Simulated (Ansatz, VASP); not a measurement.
## TiSi: VASP beside Ansatz

The input INCAR:

```
SYSTEM = TiSi
PREC = Accurate
ENCUT = 600
EDIFF = 1E-6
ISMEAR = 0
SIGMA = 0.1
LREAL = .False.
LASPH = .True.
NELM = 60
ALGO = Normal
ISIF = 3
LWAVE = .False.
LCHARG = .False.
GGA = PS
IBRION = 2
NSW = 80
EDIFFG = -0.015
```

KPOINTS

```
Automatic mesh
0
Gamma
  12 12 12
  0 0 0
```

POSCAR

```
TiSi
1.0
    0.0000000000     -3.1321778878      3.1321778878
    3.1321778878     -3.1321778878      0.0000000000
    3.1321778878      0.0000000000      3.1321778878
Ti Si
2 2
Direct
    0.0000000000      0.0000000000      0.0000000000
    0.5000000000      0.5000000000      0.5000000000
    0.2500000000      0.2500000000      0.2500000000
    0.7500000000      0.7500000000      0.7500000000
```

Input for Ansatz:

```yaml
crystal:
  lattice:
    - [0.0, -3.1321778878, 3.1321778878]
    - [3.1321778878, -3.1321778878, 0.0]
    - [3.1321778878, 0.0, 3.1321778878]
  atoms:
    - { symbol: Ti, position: [0.0, 0.0, 0.0] }
    - { symbol: Si, position: [0.25, 0.25, 0.25] }
    - { symbol: Ti, position: [0.5, 0.5, 0.5] }
    - { symbol: Si, position: [0.75, 0.75, 0.75] }
basis:
  ecutwfc: 420
kpoints:
  mp_grid: { grid: [12, 12, 12] }
hamiltonian:
  xc: pbesol
scf:
  occupations: { method: gaussian, width: 0.1 }
output:
  forces: true
  stress: true
  eigenvalues: true
relax:
  adjacent_minimum: "off"
  f_tol: 0.015
  max_steps: 60
  cell: { stress_tol: 0.15 }
```

Alike in both runs: task relaxation of cell and atoms; functional PBEsol; k mesh 12 × 12 × 12; occupations gaussian, width 0.1 eV; no spin polarisation.

|  | VASP | Ansatz |
| --- | --- | --- |
| version | VASP 6.6.1 | Ansatz 0.2.0 |
| potentials or method | VASP PAW PBE potentials, release 64 (Ti_sv, Si), cutoff 600 eV | scalar-relativistic, plane waves, PAW |
| valence electrons in the cell | 32 | 32 |

|  | VASP | Ansatz | Ansatz less VASP |
| --- | --- | --- | --- |
| gap on the k mesh at the Fermi level, each at its own relaxed structure (eV) | none | none | - |
| relaxed volume (Å³/atom) | 14.61 | 14.61 | -0.006 |
| relaxed cell length with the largest relative difference (Å) | 4.356 | 4.356 | -0.0006 |

VASP's potentials were made for PBE, not for PBEsol. A gap of «none» marks a metal or a gap that the smearing closes.
